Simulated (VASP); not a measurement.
Here is a VASP 6.6.1 calculation.

Contents of INCAR:

```
  ALGO = Fast
  EDIFF = 1E-7
  ENCUT = 520
  GGA = PE
  ISIF = 2
  ISMEAR = 0
  LASPH = True
  LCHARG = True
  LELF = True
  LREAL = False
  LVHAR = True
  LWAVE = False
  NBANDS = 12
  NELM = 80
  PREC = Accurate
  SIGMA = 0.017
```

Contents of KPOINTS:

```
k-points
0
Gamma
  11 11 11
```

File POSCAR:

```
Ta
1.0
   -1.6512800000      1.6512800000      1.6512800000
    1.6512800000     -1.6512800000      1.6512800000
    1.6512800000      1.6512800000     -1.6512800000
Ta
1
Direct
    0.0000000000      0.0000000000      0.0000000000
```

Potentials or basis: VASP PAW PBE potentials, release 64 (Ta_pv).

Command:

```console
$ cat potpaw_PBE.64/Ta_pv/POTCAR > POTCAR
$ mpirun -np 1 vasp_std > vasp.out
```

Question: Predict the pressure.

Answer: 2.3 GPa.
